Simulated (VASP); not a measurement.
Set up this calculation in VASP 6.6.1, as the native input.

```yaml
Task: single point
Functional: PBE
Potentials_or_basis: VASP PAW PBE potentials, release 64 (C)
Cutoff: 520 eV
k_mesh: 12 × 12 × 12
Occupations: gaussian, width 0.05 eV
Spin: no spin polarisation
Dipole_correction: no
Further_INCAR_settings: ALGO = Normal; EDIFF = 1e-07; NBANDS = 31
```

The structure of C lies in POSCAR:

```
C
1.0
    1.2850000000      0.7418950959      9.8141000000
   -1.2850000000      0.7418950959      9.8141000000
    0.0000000000     -1.4837901918      9.8141000000
C
10
Direct
    0.0248257000      0.0248257000      0.0248257000
    0.9751743000      0.9751743000      0.9751743000
    0.1086810650      0.1086810650      0.1086810650
    0.8913189350      0.8913189350      0.8913189350
    0.1583663742      0.1583663742      0.1583663742
    0.8416336258      0.8416336258      0.8416336258
    0.3748589682      0.3748589682      0.3748589682
    0.6251410318      0.6251410318      0.6251410318
    0.4253192967      0.4253192967      0.4253192967
    0.5746807033      0.5746807033      0.5746807033
```

These files were run (other wordings do the same):

INCAR

```
  ALGO = Normal
  EDIFF = 1E-7
  ENCUT = 520
  GGA = PE
  ISIF = 2
  ISMEAR = 0
  LASPH = True
  LCHARG = False
  LREAL = False
  LWAVE = False
  NBANDS = 31
  NELM = 100
  PREC = Accurate
  SIGMA = 0.05
```

KPOINTS

```
k-points
0
Gamma
  12 12 12
```

Potentials or basis: VASP PAW PBE potentials, release 64 (C).

Command:

```bash
$ cat potpaw_PBE.64/C/POTCAR > POTCAR
$ mpirun -np 1 vasp_std > vasp.out
```

Results of the run:

```
Pressure               : 11.1 GPa
Largest force          : 0.699 eV/Å
Band gap on the k mesh : 3.57 eV (least direct gap 4.48 eV)
```

Caveat: the cell stands under pressure.

Run time: 53 min on 1 thread of Intel(R) Xeon(R) Platinum 8375C CPU @ 2.90GHz (Ice Lake), with other jobs on the host, peak memory 1 GiB.
